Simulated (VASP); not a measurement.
Runs of VASP 6.6.1 on Be. The structure is that of space group Fm-3m (No. 225), or close to it. The cells are those of the table. This isn't the form of Be at room conditions, which is hcp.

```tsv
task	cell	gap on the mesh (eV)	pressure (GPa)
relaxation of cell and atoms	relaxed to 20 GPa from a = 2.256 Å, angles 60.0°, 1 atom	none	19.8
single point	a = 2.102 Å, angles 60.0°, 1 atom	none	30.2
relaxation of cell and atoms	relaxed from a = 2.256 Å, angles 60.0°, 1 atom	none	0.0
single point	a = 2.234 Å, angles 60.0°, 1 atom	none	(a)
single point	a = 2.139 Å, angles 60.0°, 1 atom	none	20.3
relaxation of cell and atoms	relaxed to 10 GPa from a = 2.256 Å, angles 60.0°, 1 atom	none	9.9
relaxation of cell and atoms	relaxed to 30 GPa from a = 2.256 Å, angles 60.0°, 1 atom	none	30.0
single point	a = 2.181 Å, angles 60.0°, 1 atom	none	10.2
```

Alike in all rows: level PBE; potentials or basis VASP PAW PBE potentials, release 64 (Be); no spin polarisation; k mesh 12 × 12 × 12; cutoff (eV) 600; smearing methfessel-paxton 0.05 eV.

Question: Estimate the missing entries.

Answer: (a) 0.2.

Caveats: the cell is relaxed towards a set pressure, so the run minimises the enthalpy, not the energy (at least some runs); the cell stands under pressure (at least some runs).

A gap of «none» marks levels without a gap at the run's occupations.
